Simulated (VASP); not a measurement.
# SnGe3Se4 (P4/mmm) in VASP: notebook

SnGe3Se4 is run at these levels: PBE; tasks: single point.

Everything below comes from runs of VASP 6.6.1. Logs are shortened: lines on timing, memory, paths and dates and some standing lists are left out, and cuts for length are marked.

### 1 The cell of the first run

The structure is tetragonal, space group P4/mmm (No. 123). Conventional cell: a = 4.128 Å, b = 4.128 Å, c = 11.676 Å, α = 90.00°, β = 90.00°, γ = 90.00°. Within 3.8 Å of Sn (site symmetry 4/mmm) lie 6 Se at 2.92 Å. Within 3.8 Å of Ge (site symmetry 4mm) lie 6 Se at 2.92 Å. Within 3.8 Å of Ge (site symmetry 4/mmm) lie 6 Se at 2.92 Å. Se (site symmetry 4/mmm) has 6 Ge at 2.92 Å within 3.8 Å. Se (site symmetry 4mm) has 1 Sn at 2.92 Å and 5 Ge at 2.92 Å within 3.8 Å. Within 3.8 Å of Se (site symmetry 4/mmm) lie 2 Ge at 2.92 Å and 4 Sn at 2.92 Å.

### 2 Single point, PBE

The input, INCAR:

```
PREC     = Accurate       # precision mode
ENCUT    = 520            # plane-wave cutoff, eV
EDIFF    = 1E-6           # SCF threshold, eV
ISMEAR   = 0              # smearing method
SIGMA    = 0.1            # smearing width, eV
LREAL    = False          # projectors in reciprocal space
LASPH    = True           # aspherical terms in the spheres
NELM     = 100            # most SCF steps
ALGO     = Normal         # electronic algorithm
ISIF     = 2              # what is computed and relaxed
LWAVE    = False          # write WAVECAR
LCHARG   = True           # write CHGCAR
GGA      = PE             # functional
LELF     = True           # ELF
LVHAR    = True         
NBANDS   = 50             # bands
```

The input, KPOINTS:

```
Automatic mesh
0
Gamma
  4 4 2
```

The input, POSCAR:

```
SnGe3Se4
1.0
    4.1279365000      0.0000000000      0.0000000000
    0.0000000000      4.1279365000      0.0000000000
    0.0000000000      0.0000000000     11.6755675600
Sn Ge Se
1 3 4
Direct
    0.5000000000      0.5000000000      0.0000000000
    0.0000000000      0.0000000000      0.7500000000
    0.5000000000      0.5000000000      0.5000000000
    0.0000000000      0.0000000000      0.2500000000
    0.0000000000      0.0000000000      0.5000000000
    0.5000000000      0.5000000000      0.2500000000
    0.0000000000      0.0000000000      0.0000000000
    0.5000000000      0.5000000000      0.7500000000
```

Potentials or basis: VASP PAW PBE potentials, release 64 (Sn_d, Ge_d, Se).

Command:

```bash
> cat potpaw_PBE.64/Sn_d/POTCAR potpaw_PBE.64/Ge_d/POTCAR potpaw_PBE.64/Se/POTCAR > POTCAR
> mpirun -np 1 vasp_std > vasp.out
```

OUTCAR:

```text
PREC = Accurate
   ENCUT = 520
   EDIFF = 1E-6
   ISMEAR = 0
   LREAL = False
   LASPH = True
   NELM = 100
   ISIF = 2
   GGA = PE

 ion  position               nearest neighbor table
   1  0.500  0.500  0.000-   6 2.92   8 2.92   7 2.92   7 2.92   7 2.92   7 2.92
   2  0.000  0.000  0.750-
   3  0.500  0.500  0.500-
   4  0.000  0.000  0.250-
   5  0.000  0.000  0.500-
   6  0.500  0.500  0.250-   1 2.92
   7  0.000  0.000  0.000-   1 2.92   1 2.92   1 2.92   1 2.92
   8  0.500  0.500  0.750-   1 2.92

  LATTYP: Found a simple tetragonal cell.
 ALAT       =     4.1279365000
 C/A-ratio  =     2.8284271233

  Lattice vectors:

 A1 = (   4.1279365000,   0.0000000000,   0.0000000000)
 A2 = (   0.0000000000,   4.1279365000,   0.0000000000)
 A3 = (   0.0000000000,   0.0000000000,  11.6755675600)

Analysis of symmetry for initial positions (statically):
=====================================================================
 Subroutine PRICEL returns:
 Original cell was already a primitive cell.

 Routine SETGRP: Setting up the symmetry group for a
 simple tetragonal supercell.

 Subroutine GETGRP returns: Found 16 space group operations
 (whereof 16 operations were pure point group operations)
 out of a pool of 16 trial point group operations.

The static configuration has the point symmetry D_4h.

Analysis of symmetry for dynamics (positions and initial velocities):
=====================================================================
 Subroutine PRICEL returns:
 Original cell was already a primitive cell.

 Routine SETGRP: Setting up the symmetry group for a
 simple tetragonal supercell.

 Subroutine GETGRP returns: Found 16 space group operations
 (whereof 16 operations were pure point group operations)
 out of a pool of 16 trial point group operations.

The dynamic configuration has the point symmetry D_4h.

 Subroutine INISYM returns: Found 16 space group operations
 (whereof 16 operations are pure point group operations),
 and found     1 'primitive' translations

----------------------------------------------------------------------------------------

                                     Primitive cell

  volume of cell :     198.9500
[... 88 lines left out ...]
   EDIFF  = 0.1E-05   stopping-criterion for ELM
   LREAL  =      F    real-space projection
   EDIFFG = 0.1E-04   stopping-criterion for IOM
   NSW    =      0    number of steps for IOM
   IBRION =     -1    ionic relax: 0-MD 1-quasi-New 2-CG
   NFREE  =      0    steps in history (QN), initial steepest desc. (CG)
   ISIF   =      2    stress and relaxation
   ISYM   =      2    0-nonsym 1-usesym 2-fastsym
   POTIM  = 0.5000    time-step for ionic-motion
   TEBEG  =    0.0;   TEEND  =   0.0 temperature during run
   PSTRESS=    0.0 pullay stress
   NELECT =      80.0000    total number of electrons
   NUPDOWN=      -1.0000    fix difference up-down
   EMIN   =  10.00;   EMAX   =-10.00  energy-range for DOS
   EFERMI =   0.00;   METHOD = LEGACY
   ISMEAR =     0;   SIGMA  =   0.10  broadening in eV -4-tet -1-fermi 0-gaus
   EFERMI_NEDOS =   21; number of points for ismear=-14 and -15
   IALGO  =     38    algorithm
   IMIX   =      4    mixing-type and parameters
     AMIX     =   0.40;   BMIX     =  1.00
     AMIX_MAG =   1.60;   BMIX_MAG =  1.00
  volume/ion in A,a.u.               =      24.87       167.82
  Fermi-wavevector in a.u.,A,eV,Ry     =   1.208343  2.283437 19.865762  1.460092
  Thomas-Fermi vector in A             =   2.343953
   LORBIT       =      0    0 simple, 1 ext, 2 COOP (PROOUT), +10 PAW based schemes
   GGA     = PE    functional components
   LHFCALC =     F    Hartree Fock is set to
   AEXX    =    0.0000 exact exchange contribution
   IVDW    =     0    specifies the selected vdW correction
   LEPSILON=     F    determine dielectric tensor
   LRPA    =     F    only Hartree local field effects (RPA)
 non-spin polarized calculation
 Gauss-broadening in eV      SIGMA  =   0.10
  energy-cutoff  :      520.00
  volume of cell :      198.95
 maximum number of plane-waves:      5380
 NGX is ok and might be reduce to    32
   NGX = 15   NGY = 15   NGZ = 43

 number of electron      80.0000034 magnetization

 Free energy of the ion-electron system (eV)
  ---------------------------------------------------
  ext. energy  EPLUGINS =         0.00000000
  ---------------------------------------------------
  free energy    TOTEN  =       -33.32539986 eV

  energy without entropy =      -33.31834927  energy(sigma->0) =      -33.32187456

 E-fermi :   4.7144     XC(G=0):  -9.7243

 val. band max:        4.7088669173   @ k =   0.5000   0.0000   0.0000
 cond. band min:       4.7198308224   @ k =   0.5000   0.0000   0.0000
 fundamental gap:      0.0109639050
 Fermi energy:         4.7144017092

 k-point     1 :       0.0000    0.0000    0.0000
  band No.  band energies     occupation
      1     -20.4950      2.00000
      2     -20.4945      2.00000
      3     -20.4933      2.00000
      4     -20.4905      2.00000
      5     -20.4905      2.00000
      6     -20.4701      2.00000
[... 625 lines left out ...]
     49       9.9730      0.00000
     50      10.0031      0.00000

------------------------ aborting loop because EDIFF is reached ----------------------------------------

  FORCE on cell =-STRESS in cart. coord.  units (eV):
  Direction    XX          YY          ZZ          XY          YZ          ZX
  --------------------------------------------------------------------------------------
  -------------------------------------------------------------------------------------
  Total       -2.3956825     -2.3956825     -2.5052385      0.0000000      0.0000000      0.0000000
  in kB      -19.2928248    -19.2928248    -20.1750976      0.0000000      0.0000000      0.0000000
  external PRESSURE =     -19.5869158 kB  Pullay stress =       0.0000000 kB

 VOLUME and BASIS-vectors are now :
 -----------------------------------------------------------------------------
  energy-cutoff  :      520.00
  volume of cell :      198.95
      direct lattice vectors                 reciprocal lattice vectors
     4.127936500  0.000000000  0.000000000     0.242251789  0.000000000  0.000000000
     0.000000000  4.127936500  0.000000000     0.000000000  0.242251789  0.000000000
     0.000000000  0.000000000 11.675567560     0.000000000  0.000000000  0.085648941

 POSITION                                       TOTAL-FORCE (eV/Angst)
 -----------------------------------------------------------------------------------
      2.06397      2.06397      0.00000        -0.000000     -0.000000      0.000000
      0.00000      0.00000      8.75668        -0.000000     -0.000000     -0.197382
      2.06397      2.06397      5.83778        -0.000000     -0.000000      0.000000
      0.00000      0.00000      2.91889        -0.000000     -0.000000      0.197382
      0.00000      0.00000      5.83778        -0.000000     -0.000000      0.000000
      2.06397      2.06397      2.91889        -0.000000      0.000000      0.357298
      0.00000      0.00000      0.00000        -0.000000     -0.000000      0.000000
      2.06397      2.06397      8.75668         0.000000      0.000000     -0.357298
 -----------------------------------------------------------------------------------
    total drift:                                0.000000     -0.000000     -0.000000

  FREE ENERGIE OF THE ION-ELECTRON SYSTEM (eV)
  ---------------------------------------------------
  free  energy   TOTEN  =       -33.3253998575 eV

  energy  without entropy=      -33.3183492696  energy(sigma->0) =      -33.32187456
```

stdout:

```text
POSCAR found type information on POSCAR SnGeSe
 POSCAR found :  3 types and       8 ions
 scaLAPACK will be used
 LDA part: xc-table for (Slater+PW92), standard interpolation
 POSCAR, INCAR and KPOINTS ok, starting setup
 FFT: planning ... GRIDC
 FFT: planning ... GRID_SOFT
 FFT: planning ... GRID
 WAVECAR not read
 entering main loop
```

It took 71 s on 1 thread of Intel Xeon Platinum 8488C (Sapphire Rapids), shared host; peak memory 0.35 GiB.

What came out:

```yaml
Free_energy: -33.3254 eV
Pressure: -2.0 GPa
Largest_force: 0.357 eV/Å
Band_gap_on_the_k_mesh: 0.01 eV
```

Forces on the atoms (eV/Å):
```
Sn   0.000  0.000  0.000
Ge   0.000  0.000 -0.197
Ge   0.000  0.000  0.000
Ge   0.000  0.000  0.197
Se   0.000  0.000  0.000
Se   0.000  0.000  0.357
Se   0.000  0.000  0.000
Se   0.000  0.000 -0.357
```

Stress tensor (GPa, compression positive):
```
-1.93  0.00  0.00
 0.00 -1.93  0.00
 0.00  0.00 -2.02
```

Caveat: spin-orbit coupling is left out, which moves the levels of the heavy elements.

### 3 Single point, PBE

This run uses another cell than the first one, of 24.09 Å³/atom.

The input, INCAR:

```
SYSTEM = SnGe3Se4
PREC     = Accurate       ! precision mode
ENCUT    = 520            ! plane-wave cutoff, eV
EDIFF    = 1E-6           ! SCF threshold, eV
ISMEAR   = 0              ! smearing method
SIGMA    = 0.1            ! smearing width, eV
LREAL    = .FALSE.        ! projectors in reciprocal space
LASPH    = .TRUE.         ! aspherical terms in the spheres
NELM     = 60             ! most SCF steps
ALGO     = Normal         ! electronic algorithm
ISIF     = 2              ! what is computed and relaxed
LWAVE    = .FALSE.        ! write WAVECAR
LCHARG   = .FALSE.        ! write CHGCAR
GGA      = PE             ! functional
NBANDS   = 50             ! bands
```

The input, KPOINTS:

```
Automatic mesh
0
G
  10 10 4
  0 0 0
```

The input, POSCAR:

```
SnGe3Se4
1.0
    4.0858426858      0.0000000000      0.0000000000
    0.0000000000      4.0858426858      0.0000000000
    0.0000000000      0.0000000000     11.5433279215
Sn Ge Se
1 3 4
Direct
    0.5000000000      0.5000000000      0.0000000000
    0.0000000000      0.0000000000      0.7438109898
    0.5000000000      0.5000000000      0.5000000000
    0.0000000000      0.0000000000      0.2561890102
    0.0000000000      0.0000000000      0.5000000000
    0.5000000000      0.5000000000      0.2584877261
    0.0000000000      0.0000000000      0.0000000000
    0.5000000000      0.5000000000      0.7415122739
```

Potentials or basis: VASP PAW PBE potentials, release 64 (Sn_d, Ge_d, Se).

Command:

```bash
> cat potpaw_PBE.64/Sn_d/POTCAR potpaw_PBE.64/Ge_d/POTCAR potpaw_PBE.64/Se/POTCAR > POTCAR
> mpirun -np 1 vasp_std > vasp.out
```

It took 5.7 min on 1 thread of Intel Xeon Platinum 8488C (Sapphire Rapids), shared host; peak memory 0.62 GiB.

It converged, with:

```
Free energy            : -33.3787 eV
Pressure               : 0.0 GPa
Band gap on the k mesh : zero (bands 40 and 41 overlap by 0.02 eV)
```

Levels at points of the mesh, in eV from the Fermi level:
```
           k point  band 37  band 38  band 39  band 40  band 41  band 42  band 43  band 44
(0.00, 0.00, 0.00)    -2.28    -2.28    -2.13    -1.98     1.90     2.20     2.91     3.66
(0.50, 0.00, 0.00)    -1.26    -1.02    -0.27    -0.11    -0.05     0.53     0.54     0.66
(0.50, 0.50, 0.00)    -3.94    -3.94    -1.16    -0.84     0.91     1.35     2.91     2.91
(0.00, 0.00, 0.50)    -2.49    -2.49    -1.29    -1.28     1.83     1.86     3.16     3.18
(0.50, 0.00, 0.50)    -1.08    -1.02    -0.92    -0.24     0.55     0.63     0.68     0.75
(0.50, 0.50, 0.50)    -2.91    -2.81    -2.80    -2.55     2.88     3.31     3.63     3.63
```

Caveat: spin-orbit coupling is left out, which moves the levels of the heavy elements.

The gap in the log of VASP goes by the Fermi energy; the results here count the filled bands.